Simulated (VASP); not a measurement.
# VN (Fm-3m) in VASP: notebook

VN is run at these levels: PBE; tasks: single point, relaxation of cell and atoms.

All numbers are computed with VASP 6.6.1; they aren't measurements. Logs are shortened: lines on timing, memory, paths and dates and some standing lists are left out, and cuts for length are marked.

## Step 1: The cell of the first run

The structure is cubic, space group Fm-3m (No. 225). The conventional cell has a = 4.117 Å, b = 4.117 Å, c = 4.117 Å, α = 90.00°, β = 90.00°, γ = 90.00°. Within 2.7 Å of V (site symmetry m-3m) lie 6 N at 2.06 Å. N (site symmetry m-3m) has 6 V at 2.06 Å within 2.7 Å.

## Step 2: Single point, PBE

INCAR reads:

```
SYSTEM = VN
ALGO = Normal
EDIFF = 1E-6
ENCUT = 600
GGA = PE
GGA_COMPAT = .False.
ISIF = 2
ISMEAR = 0
LASPH = .True.
LCHARG = .False.
LREAL = .False.
LWAVE = .False.
NBANDS = 16
NELM = 120
PREC = Accurate
SIGMA = 0.1
```

KPOINTS reads:

```
k-points
0
Gamma
  18 18 18
  0 0 0
```

POSCAR reads:

```
VN
1.0
    0.0000000000      2.0582701511      2.0582701511
    2.0582701511      0.0000000000      2.0582701511
    2.0582701511      2.0582701511      0.0000000000
V N
1 1
Direct
    0.0000000000      0.0000000000      0.0000000000
    0.5000000000      0.5000000000      0.5000000000
```

Potentials or basis: VASP PAW PBE potentials, release 64 (V_sv, N).

Command:

```sh
cat potpaw_PBE.64/V_sv/POTCAR potpaw_PBE.64/N/POTCAR > POTCAR
mpirun -np 1 vasp_std > vasp.out
```

OUTCAR:

```text
SYSTEM = VN
   EDIFF = 1E-6
   ENCUT = 600
   GGA = PE
   ISIF = 2
   ISMEAR = 0
   LASPH = .True.
   LREAL = .False.
   NELM = 120
   PREC = Accurate

 ion  position               nearest neighbor table
   1  0.000  0.000  0.000-   2 2.06   2 2.06   2 2.06   2 2.06   2 2.06   2 2.06
   2  0.500  0.500  0.500-   1 2.06   1 2.06   1 2.06   1 2.06   1 2.06   1 2.06

  LATTYP: Found a face centered cubic cell.
 ALAT       =     4.1165403022

  Lattice vectors:

 A1 = (   0.0000000000,   2.0582701511,   2.0582701511)
 A2 = (   2.0582701511,   0.0000000000,   2.0582701511)
 A3 = (   2.0582701511,   2.0582701511,   0.0000000000)

Analysis of symmetry for initial positions (statically):
=====================================================================
 Subroutine PRICEL returns:
 Original cell was already a primitive cell.

 Routine SETGRP: Setting up the symmetry group for a
 face centered cubic supercell.

 Subroutine GETGRP returns: Found 48 space group operations
 (whereof 48 operations were pure point group operations)
 out of a pool of 48 trial point group operations.

The static configuration has the point symmetry O_h .

Analysis of symmetry for dynamics (positions and initial velocities):
=====================================================================
 Subroutine PRICEL returns:
 Original cell was already a primitive cell.

 Routine SETGRP: Setting up the symmetry group for a
 face centered cubic supercell.

 Subroutine GETGRP returns: Found 48 space group operations
 (whereof 48 operations were pure point group operations)
 out of a pool of 48 trial point group operations.

The dynamic configuration has the point symmetry O_h .

 Subroutine INISYM returns: Found 48 space group operations
 (whereof 48 operations are pure point group operations),
 and found     1 'primitive' translations

----------------------------------------------------------------------------------------

                                     Primitive cell

  volume of cell :      17.4396

  direct lattice vectors                    reciprocal lattice vectors
     0.000000000  2.058270151  2.058270151    -0.242922436  0.242922436  0.242922436
     2.058270151  0.000000000  2.058270151     0.242922436 -0.242922436  0.242922436
     2.058270151  2.058270151  0.000000000     0.242922436  0.242922436 -0.242922436

  length of vectors
     2.910833563  2.910833563  2.910833563     0.420754002  0.420754002  0.420754002

  position of ions in fractional coordinates (direct lattice)
     0.000000000  0.000000000  0.000000000
     0.500000000  0.500000000  0.500000000

  ion indices of the primitive-cell ions
   primitive index   ion index
                 1           1
                 2           2

----------------------------------------------------------------------------------------

 KPOINTS: k-points

Automatic generation of k-mesh.
 Grid dimensions read from file:
 generate k-points for:   18   18   18

 Generating k-lattice:

  Cartesian coordinates                     Fractional coordinates (reciprocal lattice)
    -0.013495691  0.013495691  0.013495691     0.055555556  0.000000000  0.000000000
     0.013495691 -0.013495691  0.013495691     0.000000000  0.055555556  0.000000000
     0.013495691  0.013495691 -0.013495691     0.000000000  0.000000000  0.055555556

  Length of vectors
     0.023375222  0.023375222  0.023375222

  Shift w.r.t. Gamma in fractional coordinates (k-lattice)
     0.000000000  0.000000000  0.000000000

 Subroutine IBZKPT returns following result:
 ===========================================

 Found    195 irreducible k-points:

 Following reciprocal coordinates:
            Coordinates               Weight
  0.000000  0.000000  0.000000      1.000000
  0.055556  0.000000  0.000000      8.000000
  0.111111  0.000000  0.000000      8.000000
  0.166667  0.000000  0.000000      8.000000
  0.222222  0.000000  0.000000      8.000000
  0.277778  0.000000  0.000000      8.000000
[... 16 lines left out ...]
 -0.277778  0.055556  0.000000     24.000000
 -0.222222  0.055556  0.000000     24.000000
 [... further k-points ...]
   k-points           NKPTS =    195   k-points in BZ     NKDIM =    195   number of bands    NBANDS=     16
   number of dos      NEDOS =    301   number of ions     NIONS =      2
   total plane-waves  NPLWV =  13824
   dimension x,y,z NGX =    24 NGY =   24 NGZ =   24
   dimension x,y,z NGXF=    48 NGYF=   48 NGZF=   48
   ions per type =               1   1
   NGX,Y,Z   is equivalent  to a cutoff of  13.71, 13.71, 13.71 a.u.
   NGXF,Y,Z  is equivalent  to a cutoff of  27.41, 27.41, 27.41 a.u.
 SYSTEM =  VN
   PREC   = accura    normal or accurate (medium, high low for compatibility)
   ISTART =      0    job   : 0-new  1-cont  2-samecut
   ICHARG =      2    charge: 1-file 2-atom 10-const
   ISPIN  =      1    spin polarized calculation?
   LNONCOLLINEAR =      F non collinear calculations
   LSORBIT =      F    spin-orbit coupling
   LASPH  =      T    aspherical Exc in radial PAW
   ENCUT  =  600.0 eV  44.10 Ry    6.64 a.u.   5.81  5.81  5.81*2*pi/ulx,y,z
   NELM   =    120;   NELMIN=  2; NELMDL= -5     # of ELM steps
   EDIFF  = 0.1E-05   stopping-criterion for ELM
   LREAL  =      F    real-space projection
   EDIFFG = 0.1E-04   stopping-criterion for IOM
   NSW    =      0    number of steps for IOM
   IBRION =     -1    ionic relax: 0-MD 1-quasi-New 2-CG
   NFREE  =      0    steps in history (QN), initial steepest desc. (CG)
   ISIF   =      2    stress and relaxation
   ISYM   =      2    0-nonsym 1-usesym 2-fastsym
   POTIM  = 0.5000    time-step for ionic-motion
   TEBEG  =    0.0;   TEEND  =   0.0 temperature during run
   PSTRESS=    0.0 pullay stress
   NELECT =      18.0000    total number of electrons
   NUPDOWN=      -1.0000    fix difference up-down
   EMIN   =  10.00;   EMAX   =-10.00  energy-range for DOS
   EFERMI =   0.00;   METHOD = LEGACY
   ISMEAR =     0;   SIGMA  =   0.10  broadening in eV -4-tet -1-fermi 0-gaus
   EFERMI_NEDOS =   21; number of points for ismear=-14 and -15
   IALGO  =     38    algorithm
   IMIX   =      4    mixing-type and parameters
     AMIX     =   0.40;   BMIX     =  1.00
     AMIX_MAG =   1.60;   BMIX_MAG =  1.00
  volume/ion in A,a.u.               =       8.72        58.84
  Fermi-wavevector in a.u.,A,eV,Ry     =   1.654449  3.126455 37.241871  2.737200
  Thomas-Fermi vector in A             =   2.742714
   LORBIT       =      0    0 simple, 1 ext, 2 COOP (PROOUT), +10 PAW based schemes
   GGA     = PE    functional components
   LHFCALC =     F    Hartree Fock is set to
   AEXX    =    0.0000 exact exchange contribution
   IVDW    =     0    specifies the selected vdW correction
   LEPSILON=     F    determine dielectric tensor
   LRPA    =     F    only Hartree local field effects (RPA)
 non-spin polarized calculation
 Gauss-broadening in eV      SIGMA  =   0.10
  energy-cutoff  :      600.00
  volume of cell :       17.44
 maximum number of plane-waves:       594
   NGX = 11   NGY = 11   NGZ = 11

 number of electron      18.0000005 magnetization

 Free energy of the ion-electron system (eV)
  ---------------------------------------------------
  ext. energy  EPLUGINS =         0.00000000
  ---------------------------------------------------
  free energy    TOTEN  =       -19.30790897 eV

  energy without entropy =      -19.30070689  energy(sigma->0) =      -19.30430793

 E-fermi :  12.0140     XC(G=0): -13.6265

 val. band max:       12.0113593543   @ k =  -0.3333   0.1111   0.0000
 cond. band min:      12.0160269295   @ k =  -0.3333   0.1667   0.0556
 fundamental gap:      0.0046675752
 Fermi energy:        12.0140410258

 k-point     1 :       0.0000    0.0000    0.0000
  band No.  band energies     occupation
      1     -53.4156      2.00000
      2     -27.0476      2.00000
      3     -27.0476      2.00000
      4     -27.0476      2.00000
      5      -5.9789      2.00000
      6       9.7812      2.00000
[... 8 lines left out ...]
     15      26.0595      0.00000
     16      31.9251      0.00000

 k-point     2 :       0.0556    0.0000    0.0000
  band No.  band energies     occupation
      1     -53.4134      2.00000
      2     -27.0632      2.00000
      3     -27.0490      2.00000
      4     -27.0490      2.00000
      5      -5.9153      2.00000
      6       9.2822      2.00000
[... 8 lines left out ...]
     15      26.0438      0.00000
     16      31.8549      0.00000

 k-point     3 :       0.1111    0.0000    0.0000
  band No.  band energies     occupation
      1     -53.4070      2.00000
      2     -27.1078      2.00000
      3     -27.0532      2.00000
      4     -27.0532      2.00000
      5      -5.7285      2.00000
      6       8.4086      2.00000
[... 8 lines left out ...]
     15      25.9341      0.00000
     16      31.6020      0.00000

 k-point     4 :       0.1667    0.0000    0.0000
  band No.  band energies     occupation
      1     -53.3971      2.00000
      2     -27.1755      2.00000
      3     -27.0594      2.00000
      4     -27.0594      2.00000
      5      -5.4305      2.00000
      6       7.4185      2.00000
[... 8 lines left out ...]
     15      25.6448      0.00000
     16      31.0774      0.00000

 k-point     5 :       0.2222    0.0000    0.0000
  band No.  band energies     occupation
      1     -53.3850      2.00000
      2     -27.2577      2.00000
      3     -27.0671      2.00000
      4     -27.0671      2.00000
      5      -5.0417      2.00000
      6       6.3975      2.00000
[... 8 lines left out ...]
     15      25.2702      0.00000
     16      30.2664      0.00000

 k-point     6 :       0.2778    0.0000    0.0000
  band No.  band energies     occupation
      1     -53.3720      2.00000
      2     -27.3441      2.00000
      3     -27.0753      2.00000
      4     -27.0753      2.00000
      5      -4.5911      2.00000
      6       5.4103      2.00000
[... 8 lines left out ...]
     15      25.0900      0.00000
     16      29.2982      0.00000

 k-point     7 :       0.3333    0.0000    0.0000
  band No.  band energies     occupation
      1     -53.3599      2.00000
      2     -27.4244      2.00000
      3     -27.0830      2.00000
      4     -27.0830      2.00000
      5      -4.1200      2.00000
      6       4.5155      2.00000
[... 8 lines left out ...]
     15      25.2807      0.00000
     16      28.3437      0.00000

 k-point     8 :       0.3889    0.0000    0.0000
  band No.  band energies     occupation
      1     -53.3499      2.00000
      2     -27.4891      2.00000
      3     -27.0892      2.00000
      4     -27.0892      2.00000
      5      -3.6858      2.00000
      6       3.7783      2.00000
[... 8 lines left out ...]
     15      25.7024      0.00000
     16      27.5440      0.00000

 k-point     9 :       0.4444    0.0000    0.0000
  band No.  band energies     occupation
      1     -53.3434      2.00000
      2     -27.5310      2.00000
      3     -27.0933      2.00000
      4     -27.0933      2.00000
      5      -3.3672      2.00000
      6       3.2783      2.00000
[... 8 lines left out ...]
     15      26.0899      0.00000
     16      27.0096      0.00000
[... 172 lines left out ...]
 k-point    19 :       0.5000    0.0556    0.0000
  band No.  band energies     occupation
      1     -53.3404      2.00000
      2     -27.5382      2.00000
      3     -27.1036      2.00000
      4     -27.0983      2.00000
      5      -3.2808      2.00000
      6       3.1899      2.00000
[... 8 lines left out ...]
     15      26.1194      0.00000
     16      26.7571      0.00000

 k-point    20 :      -0.4444    0.0556    0.0000
  band No.  band energies     occupation
      1     -53.3411      2.00000
      2     -27.5334      2.00000
      3     -27.1062      2.00000
      4     -27.0948      2.00000
      5      -3.3182      2.00000
      6       3.2455      2.00000
[... 8 lines left out ...]
     15      26.0581      0.00000
     16      26.7948      0.00000

 k-point    21 :      -0.3889    0.0556    0.0000
  band No.  band energies     occupation
      1     -53.3462      2.00000
      2     -27.5011      2.00000
      3     -27.1055      2.00000
      4     -27.0887      2.00000
      5      -3.5671      2.00000
      6       3.6260      2.00000
[... 8 lines left out ...]
     15      25.7525      0.00000
     16      27.1397      0.00000

 k-point    22 :      -0.3333    0.0556    0.0000
  band No.  band energies     occupation
      1     -53.3551      2.00000
      2     -27.4447      2.00000
      3     -27.1018      2.00000
      4     -27.0809      2.00000
      5      -3.9575      2.00000
      6       4.2614      2.00000
[... 8 lines left out ...]
     15      25.3410      0.00000
     16      27.7418      0.00000

 k-point    23 :      -0.2778    0.0556    0.0000
  band No.  band energies     occupation
      1     -53.3665      2.00000
      2     -27.3707      2.00000
      3     -27.0953      2.00000
      4     -27.0721      2.00000
      5      -4.4099      2.00000
      6       5.0698      2.00000
[... 8 lines left out ...]
     15      25.0740      0.00000
     16      28.5072      0.00000

 k-point    24 :      -0.2222    0.0556    0.0000
  band No.  band energies     occupation
      1     -53.3792      2.00000
      2     -27.2876      2.00000
      3     -27.0868      2.00000
      4     -27.0636      2.00000
      5      -4.8610      2.00000
      6       5.9802      2.00000
[... 8 lines left out ...]
     15      25.1573      0.00000
     16      29.3304      0.00000

 [... further k-points ...]
[... 5 lines left out ...]
  --------------------------------------------------------------------------------------
  -------------------------------------------------------------------------------------
  Total        0.0567154      0.0567154      0.0567154      0.0000000     -0.0000000      0.0000000
  in kB        5.2104416      5.2104416      5.2104416      0.0000000     -0.0000000      0.0000000
  external PRESSURE =       5.2104416 kB  Pullay stress =       0.0000000 kB

 VOLUME and BASIS-vectors are now :
 -----------------------------------------------------------------------------
  energy-cutoff  :      600.00
  volume of cell :       17.44
      direct lattice vectors                 reciprocal lattice vectors
     0.000000000  2.058270151  2.058270151    -0.242922436  0.242922436  0.242922436
     2.058270151  0.000000000  2.058270151     0.242922436 -0.242922436  0.242922436
     2.058270151  2.058270151  0.000000000     0.242922436  0.242922436 -0.242922436

 POSITION                                       TOTAL-FORCE (eV/Angst)
 -----------------------------------------------------------------------------------
      0.00000      0.00000      0.00000         0.000000      0.000000      0.000000
      2.05827      2.05827      2.05827        -0.000000     -0.000000     -0.000000
 -----------------------------------------------------------------------------------
    total drift:                                0.000000     -0.000000     -0.000000

  FREE ENERGIE OF THE ION-ELECTRON SYSTEM (eV)
  ---------------------------------------------------
  free  energy   TOTEN  =       -19.3079089696 eV

  energy  without entropy=      -19.3007068938  energy(sigma->0) =      -19.30430793
```

It took 69 s on 1 thread of Intel Xeon 8259CL, shared host; peak memory 0.19 GiB.

What came out:

- Free energy: -19.3079 eV
- Pressure: 0.5 GPa
- Band gap on the k mesh: zero (bands 9 and 10 overlap by 2.13 eV)

Levels at points of the mesh, in eV from the Fermi level:
| k point | band 6 | band 7 | band 8 | band 9 | band 10 | band 11 | band 12 | band 13 |
| --- | --- | --- | --- | --- | --- | --- | --- | --- |
| (0.00, 0.00, 0.00) | -2.23 | -2.23 | -2.23 | -1.54 | -1.54 | -1.54 | -0.47 | -0.47 |
| (0.50, 0.00, 0.00) | -8.92 | -6.10 | -6.10 | 0.60 | 0.60 | 1.47 | 5.02 | 5.02 |
| (0.50, 0.50, 0.00) | -6.68 | -3.83 | -3.66 | -3.66 | 0.51 | 1.22 | 1.22 | 2.71 |

Caveat: the run has no spin polarisation, though such a crystal can be magnetic. With open d or f shells a metallic result of PBE can be an artefact of self-interaction; +U or a hybrid may open a gap.

## Step 3: Relaxation of cell and atoms, PBE

INCAR reads:

```
SYSTEM = VN
  PREC = Accurate
  ENCUT = 600
  EDIFF = 1E-7
  ISMEAR = 0
  SIGMA = 0.1
  LREAL = .False.
  LASPH = .True.
  NELM = 120
  ALGO = Normal
  ISIF = 3
  LWAVE = .False.
  LCHARG = .False.
  GGA = PE
  IBRION = 2
  NSW = 100
  EDIFFG = -0.002
  GGA_COMPAT = .False.
  NELMIN = 4
```

KPOINTS reads:

```
Automatic mesh
0
Gamma
  18 18 18
  0 0 0
```

POSCAR reads:

```
VN
1.0
    0.0000000000      2.0578656449      2.0578656449
    2.0578656449      0.0000000000      2.0578656449
    2.0578656449      2.0578656449      0.0000000000
V N
1 1
Direct
    0.0000000000      0.0000000000      0.0000000000
    0.5000000000      0.5000000000      0.5000000000
```

Potentials or basis: VASP PAW PBE potentials, release 64 (V_sv, N).

Command:

```sh
cat potpaw_PBE.64/V_sv/POTCAR potpaw_PBE.64/N/POTCAR > POTCAR
mpirun -np 1 vasp_std > vasp.out
```

It took 1.8 min on 1 thread of Intel Xeon 8259CL, shared host; peak memory 0.19 GiB.

Results (log left out):

```yaml
Free_energy: -19.3079 eV
Relaxed_volume: 8.74 Å³/atom
Relaxed_cell: a = 2.913 Å, b = 2.913 Å, c = 2.913 Å, α = 60.00°, β = 60.00°, γ = 60.00°
Space_group_after_relaxing_to_0.1_Å: Fm-3m (No. 225)
Energy_gained_by_relaxing: 0.1 meV/atom
Ionic_steps: 3
Pressure_after_relaxing: 0.0 GPa
```

The path:
```
step  energy change (eV)  largest force (eV/Å)  pressure (GPa)  volume (Å³)
   1              0.0000                0.0000            0.80        17.43
   2              0.0001                0.0000           -1.16        17.54
   3             -0.0001                0.0000           -0.02        17.47
```

Final structure:
```xyz
2
Lattice="0.0000 2.0596 2.0596 2.0596 0.0000 2.0596 2.0596 2.0596 0.0000" Properties=species:S:1:pos:R:3 pbc="T T T"
V     0.0000    0.0000    0.0000
N     2.0596    2.0596    2.0596
```

Levels at points of the mesh, in eV from the Fermi level:
| k point | band 6 | band 7 | band 8 | band 9 | band 10 | band 11 | band 12 | band 13 |
| --- | --- | --- | --- | --- | --- | --- | --- | --- |
| (0.00, 0.00, 0.00) | -2.23 | -2.23 | -2.23 | -1.53 | -1.53 | -1.53 | -0.47 | -0.47 |
| (0.50, 0.00, 0.00) | -8.90 | -6.09 | -6.09 | 0.60 | 0.60 | 1.47 | 5.01 | 5.01 |
| (0.50, 0.50, 0.00) | -6.67 | -3.82 | -3.66 | -3.66 | 0.51 | 1.22 | 1.22 | 2.70 |

Caveat: the highest band is partly filled, so the run has too few bands; the run has no spin polarisation, though such a crystal can be magnetic.
